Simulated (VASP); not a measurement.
# WC (P-6m2) in VASP: a series of runs

Aim: see how the results for WC move with the level of theory and the settings. Levels: PBE, LDA, PBEsol. Tasks: electric field gradients.

Program: VASP 6.6.1. These are calculated values, not measurements. Logs are shortened: lines on timing, memory, paths and dates and some standing lists are left out, and cuts for length are marked.

## 1. The cell of the first run

It takes space group P-6m2 (No. 187, hexagonal). Conventional cell: a = 2.898 Å, b = 2.898 Å, c = 2.831 Å, α = 90.00°, β = 90.00°, γ = 120.00°. Within 2.9 Å of W (site symmetry -6m2) lie 6 C at 2.19 Å and 8 W at 2.83 to 2.90 Å. Within 2.9 Å of C (site symmetry -6m2) lie 6 W at 2.19 Å and 8 C at 2.83 to 2.90 Å.

## 2. Electric field gradients, PBE, collinear spin

Contents of INCAR:

```
ALGO = Normal
EDIFF = 1E-8
ENCUT = 520
GGA = PE
ISIF = 2
ISMEAR = -1
ISPIN = 2
LASPH = T
LCHARG = F
LEFG = T
LMAXMIX = 4
LORBIT = 11
LREAL = F
LWAVE = F
MAGMOM = 2 0
NBANDS = 20
NELM = 150
PREC = Accurate
SIGMA = 0.02
```

Contents of KPOINTS:

```
k-points
0
Gamma
  17 17 15
```

Contents of POSCAR:

```
WC
1.0
    2.8982000000      0.0000000000      0.0000000000
   -1.4491000000      2.5099148252      0.0000000000
    0.0000000000      0.0000000000      2.8314000000
W C
1 1
Direct
    0.0000000000      0.0000000000      0.0000000000
    0.6666666667      0.3333333333      0.5000000000
```

Potentials or basis: VASP PAW PBE potentials, release 64 (W_sv, C).

Launch:

```console
> cat potpaw_PBE.64/W_sv/POTCAR potpaw_PBE.64/C/POTCAR > POTCAR
> mpirun -np 1 vasp_std > vasp.out
```

OUTCAR:

```text
EDIFF = 1E-8
   ENCUT = 520
   GGA = PE
   ISIF = 2
   ISMEAR = -1
   ISPIN = 2
   LASPH = T
   LORBIT = 11
   LREAL = F
   NELM = 150
   PREC = Accurate

 ion  position               nearest neighbor table
   1  0.000  0.000  0.000-   2 2.19   2 2.19   2 2.19   2 2.19   2 2.19   2 2.19
   2  0.667  0.333  0.500-   1 2.19   1 2.19   1 2.19   1 2.19   1 2.19   1 2.19

  LATTYP: Found a hexagonal cell.
 ALAT       =     2.8982000000
 C/A-ratio  =     0.9769512111

  Lattice vectors:

 A1 = (   2.8982000000,   0.0000000000,   0.0000000000)
 A2 = (  -1.4491000000,   2.5099148252,   0.0000000000)
 A3 = (   0.0000000000,   0.0000000000,   2.8314000000)

Analysis of symmetry for initial positions (statically):
=====================================================================
 Subroutine PRICEL returns:
 Original cell was already a primitive cell.

 Routine SETGRP: Setting up the symmetry group for a
 hexagonal supercell.

 Subroutine GETGRP returns: Found 12 space group operations
 (whereof 12 operations were pure point group operations)
 out of a pool of 24 trial point group operations.

The static configuration has the point symmetry D_3h.

Analysis of symmetry for dynamics (positions and initial velocities):
=====================================================================
 Subroutine PRICEL returns:
 Original cell was already a primitive cell.

 Routine SETGRP: Setting up the symmetry group for a
 hexagonal supercell.

 Subroutine GETGRP returns: Found 12 space group operations
 (whereof 12 operations were pure point group operations)
 out of a pool of 24 trial point group operations.

The dynamic configuration has the point symmetry D_3h.

Analysis of structural, dynamic, and magnetic symmetry:
=====================================================================
 Subroutine PRICEL returns:
 Original cell was already a primitive cell.

 Routine SETGRP: Setting up the symmetry group for a
 hexagonal supercell.

 Subroutine GETGRP returns: Found 12 space group operations
 (whereof 12 operations were pure point group operations)
 out of a pool of 24 trial point group operations.

The overall configuration has the point symmetry D_3h.

 Subroutine INISYM returns: Found 12 space group operations
 (whereof 12 operations are pure point group operations),
 and found     1 'primitive' translations

----------------------------------------------------------------------------------------

                                     Primitive cell

  volume of cell :      20.5963

  direct lattice vectors                    reciprocal lattice vectors
     2.898200000  0.000000000  0.000000000     0.345041750  0.199209947  0.000000000
    -1.449100000  2.509914825  0.000000000     0.000000000  0.398419895  0.000000000
     0.000000000  0.000000000  2.831400000     0.000000000  0.000000000  0.353182171

  length of vectors
     2.898200000  2.898200000  2.831400000     0.398419895  0.398419895  0.353182171

  position of ions in fractional coordinates (direct lattice)
     0.000000000  0.000000000  0.000000000
     0.666666667  0.333333333  0.500000000

  ion indices of the primitive-cell ions
   primitive index   ion index
                 1           1
                 2           2

----------------------------------------------------------------------------------------

 KPOINTS: k-points

Automatic generation of k-mesh.
 Grid dimensions read from file:
 generate k-points for:   17   17   15

 Generating k-lattice:

  Cartesian coordinates                     Fractional coordinates (reciprocal lattice)
     0.020296574  0.011718232  0.000000000     0.058823529 -0.000000000  0.000000000
     0.000000000  0.023436464  0.000000000     0.000000000  0.058823529  0.000000000
     0.000000000  0.000000000  0.023545478     0.000000000  0.000000000  0.066666667

  Length of vectors
     0.023436464  0.023436464  0.023545478

  Shift w.r.t. Gamma in fractional coordinates (k-lattice)
     0.000000000  0.000000000  0.000000000

 Subroutine IBZKPT returns following result:
 ===========================================

 Found    264 irreducible k-points:

 Following reciprocal coordinates:
            Coordinates               Weight
  0.000000  0.000000  0.000000      1.000000
  0.058824 -0.000000  0.000000      6.000000
  0.117647  0.000000  0.000000      6.000000
  0.176471  0.000000  0.000000      6.000000
  0.235294  0.000000  0.000000      6.000000
  0.294118 -0.000000  0.000000      6.000000
[... 16 lines left out ...]
  0.411765  0.117647  0.000000     12.000000
  0.176471  0.176471  0.000000      6.000000
 [... further k-points ...]
   k-points           NKPTS =    264   k-points in BZ     NKDIM =    264   number of bands    NBANDS=     20
   number of dos      NEDOS =    301   number of ions     NIONS =      2
   total plane-waves  NPLWV =  13824
   dimension x,y,z NGX =    24 NGY =   24 NGZ =   24
   dimension x,y,z NGXF=    48 NGYF=   48 NGZF=   48
   ions per type =               1   1
   NGX,Y,Z   is equivalent  to a cutoff of  13.77, 13.77, 14.09 a.u.
   NGXF,Y,Z  is equivalent  to a cutoff of  27.53, 27.53, 28.18 a.u.
 SYSTEM =  unknown system
   PREC   = accura    normal or accurate (medium, high low for compatibility)
   ISTART =      0    job   : 0-new  1-cont  2-samecut
   ICHARG =      2    charge: 1-file 2-atom 10-const
   ISPIN  =      2    spin polarized calculation?
   LNONCOLLINEAR =      F non collinear calculations
   LSORBIT =      F    spin-orbit coupling
   LASPH  =      T    aspherical Exc in radial PAW
   ENCUT  =  520.0 eV  38.22 Ry    6.18 a.u.   5.39  5.39  5.26*2*pi/ulx,y,z
   NELM   =    150;   NELMIN=  2; NELMDL= -5     # of ELM steps
   EDIFF  = 0.1E-07   stopping-criterion for ELM
   LREAL  =      F    real-space projection
   EDIFFG = 0.1E-06   stopping-criterion for IOM
   NSW    =      0    number of steps for IOM
   IBRION =     -1    ionic relax: 0-MD 1-quasi-New 2-CG
   NFREE  =      0    steps in history (QN), initial steepest desc. (CG)
   ISIF   =      2    stress and relaxation
   ISYM   =      2    0-nonsym 1-usesym 2-fastsym
   POTIM  = 0.5000    time-step for ionic-motion
   TEBEG  =    0.0;   TEEND  =   0.0 temperature during run
   PSTRESS=    0.0 pullay stress
   NELECT =      18.0000    total number of electrons
   NUPDOWN=      -1.0000    fix difference up-down
   EMIN   =  10.00;   EMAX   =-10.00  energy-range for DOS
   EFERMI =   0.00;   METHOD = LEGACY
   ISMEAR =    -1;   SIGMA  =   0.02  broadening in eV -4-tet -1-fermi 0-gaus
   EFERMI_NEDOS =   21; number of points for ismear=-14 and -15
   IALGO  =     38    algorithm
   IMIX   =      4    mixing-type and parameters
     AMIX     =   0.40;   BMIX     =  1.00
     AMIX_MAG =   1.60;   BMIX_MAG =  1.00
  volume/ion in A,a.u.               =      10.30        69.50
  Fermi-wavevector in a.u.,A,eV,Ry     =   1.565199  2.957797 33.332192  2.449847
  Thomas-Fermi vector in A             =   2.667710
   LORBIT       =     11    0 simple, 1 ext, 2 COOP (PROOUT), +10 PAW based schemes
   GGA     = PE    functional components
   LHFCALC =     F    Hartree Fock is set to
   AEXX    =    0.0000 exact exchange contribution
   IVDW    =     0    specifies the selected vdW correction
   LEPSILON=     F    determine dielectric tensor
   LRPA    =     F    only Hartree local field effects (RPA)
 spin polarized calculation
  energy-cutoff  :      520.00
  volume of cell :       20.60
 maximum number of plane-waves:       580
 NGX is ok and might be reduce to    24
   NGX = 11   NGY = 11   NGZ = 11

 number of electron      18.0000000 magnetization       0.0001306

 number of electron      18.0000000 magnetization      -0.0000021

 Free energy of the ion-electron system (eV)
  ---------------------------------------------------
  ext. energy  EPLUGINS =         0.00000000
  ---------------------------------------------------
  free energy    TOTEN  =       -22.43403095 eV

  energy without entropy =      -22.43370059  energy(sigma->0) =      -22.43386577

 E-fermi :  11.1402     XC(G=0): -13.8420

 val. band max:       11.1252087093   @ k =   0.0588  -0.0000   0.2667
 cond. band min:      11.1879538226   @ k =   0.4706   0.0588   0.4000
 fundamental gap:      0.0627451134
 Fermi energy:        11.1402287722

 spin component 1

 k-point     1 :       0.0000    0.0000    0.0000
  band No.  band energies     occupation
      1     -62.7997      1.00000
      2     -26.7812      1.00000
      3     -26.6752      1.00000
      4     -26.6752      1.00000
      5      -3.3203      1.00000
      6       6.8306      1.00000
[... 12 lines left out ...]
     19      34.6571      0.00000
     20      34.6571      0.00000

 k-point     2 :       0.0588   -0.0000    0.0000
  band No.  band energies     occupation
      1     -62.7977      1.00000
      2     -26.7774      1.00000
      3     -26.7051      1.00000
      4     -26.6819      1.00000
      5      -3.2279      1.00000
      6       6.8658      1.00000
[... 498 lines left out ...]
 k-point    24 :       0.1765    0.1765    0.0000
  band No.  band energies     occupation
      1     -62.7586      1.00000
      2     -27.2042      1.00000
      3     -26.8609      1.00000
      4     -26.7034      1.00000
      5      -1.2344      1.00000
      6       5.2159      1.00000
[... 12 lines left out ...]
     19      35.4388      0.00000
     20      38.4697      0.00000

 [... further k-points ...]

 spin component 2

 k-point     1 :       0.0000    0.0000    0.0000
  band No.  band energies     occupation
      1     -62.7997      1.00000
      2     -26.7812      1.00000
      3     -26.6752      1.00000
      4     -26.6752      1.00000
      5      -3.3203      1.00000
      6       6.8306      1.00000
[... 12 lines left out ...]
     19      34.6570      0.00000
     20      34.6570      0.00000

 k-point     2 :       0.0588   -0.0000    0.0000
  band No.  band energies     occupation
      1     -62.7977      1.00000
      2     -26.7774      1.00000
      3     -26.7051      1.00000
      4     -26.6819      1.00000
      5      -3.2279      1.00000
      6       6.8658      1.00000
[... 498 lines left out ...]
 k-point    24 :       0.1765    0.1765    0.0000
  band No.  band energies     occupation
      1     -62.7586      1.00000
      2     -27.2042      1.00000
      3     -26.8609      1.00000
      4     -26.7034      1.00000
      5      -1.2344      1.00000
      6       5.2159      1.00000
[... 12 lines left out ...]
     19      35.4388      0.00000
     20      38.4697      0.00000

 [... further k-points ...]
[... 5 lines left out ...]
  --------------------------------------------------------------------------------------
  -------------------------------------------------------------------------------------
  Total        1.2805998      1.2805998      1.2179042      0.0000000      0.0000000      0.0000000
  in kB       99.6174529     99.6174529     94.7403880      0.0000000      0.0000000      0.0000000
  external PRESSURE =      97.9917646 kB  Pullay stress =       0.0000000 kB

 VOLUME and BASIS-vectors are now :
 -----------------------------------------------------------------------------
  energy-cutoff  :      520.00
  volume of cell :       20.60
      direct lattice vectors                 reciprocal lattice vectors
     2.898200000  0.000000000  0.000000000     0.345041750  0.199209947  0.000000000
    -1.449100000  2.509914825  0.000000000     0.000000000  0.398419895  0.000000000
     0.000000000  0.000000000  2.831400000     0.000000000  0.000000000  0.353182171

 POSITION                                       TOTAL-FORCE (eV/Angst)
 -----------------------------------------------------------------------------------
      0.00000      0.00000      0.00000         0.000000     -0.000000      0.000000
      1.44910      0.83664      1.41570        -0.000000      0.000000      0.000000
 -----------------------------------------------------------------------------------
    total drift:                                0.000000     -0.000000      0.000000

  FREE ENERGIE OF THE ION-ELECTRON SYSTEM (eV)
  ---------------------------------------------------
  free  energy   TOTEN  =       -22.4340309468 eV

  energy  without entropy=      -22.4337005914  energy(sigma->0) =      -22.43386577

 Electric field gradients (V/A^2)
---------------------------------------------------------------------
 ion       V_xx      V_yy      V_zz      V_xy      V_xz      V_yz
---------------------------------------------------------------------
   1      71.135    71.136  -142.271     0.000    -0.000     0.000
   2      -0.147    -0.147     0.294     0.000     0.000     0.000
---------------------------------------------------------------------

 Electric field gradients after diagonalization (V/A^2)
 (convention: |V_zz| > |V_xx| > |V_yy|)
----------------------------------------------------------------------
 ion       V_xx      V_yy      V_zz     asymmetry (V_yy - V_xx)/ V_zz
----------------------------------------------------------------------
   1      71.136    71.135  -142.271       0.000
   2      -0.147    -0.147     0.294       0.003
----------------------------------------------------------------------

           NMR quadrupolar parameters

 Cq : quadrupolar parameter    Cq=e*Q*V_zz/h
 eta: asymmetry parameters     (V_yy - V_xx)/ V_zz
 Q  : nuclear electric quadrupole moment in mb (millibarn)
----------------------------------------------------------------------
 ion       Cq(MHz)       eta       Q (mb)
----------------------------------------------------------------------
   1      -0.344       0.000       1.000
   2       0.001       0.003       1.000
----------------------------------------------------------------------

 total charge

# of ion       s       p       d       tot
------------------------------------------
    1        2.351   6.431   3.417  12.199
    2        0.856   1.582   0.000   2.437
--------------------------------------------------
tot          3.206   8.013   3.417  14.636

 magnetization (x)

# of ion       s       p       d       tot
------------------------------------------
    1       -0.000  -0.000  -0.000  -0.000
    2        0.000  -0.000   0.000   0.000
--------------------------------------------------
tot         -0.000  -0.000  -0.000  -0.000
```

Wall time 3.5 min (1 thread of Oxide Virtual Turin-like, shared host); peak memory 0.25 GiB.

Results:

- Free energy: -22.4340 eV
- Pressure: 9.8 GPa
- Band gap on the k mesh: zero (filled and empty bands overlap)
- Net moment: 0.00 μB per cell
- Largest electric field gradient by atom: W -142.3; C +0.3 V/Å²
- Valence electrons inside the program's atomic spheres: W 12.20; C 2.44

Stress tensor (GPa, compression positive):
```
9.96 0.00 0.00
0.00 9.96 0.00
0.00 0.00 9.47
```

Electric field gradients, principal values (V/Å²):
```tsv
atom	least	middle	greatest (by size)
1 W	71.135	71.136	-142.271
2 C	-0.147	-0.147	0.294
```

Caveat: the cell stands under pressure; without QUAD_EFG the Cq values of the log hold for a quadrupole moment of 1 mb, not for the nuclei; spin-orbit coupling is left out, which moves the levels of the heavy elements.

(Continued in part 2 of 2.)

The gap in the log of VASP goes by the Fermi energy; the results here count the filled bands.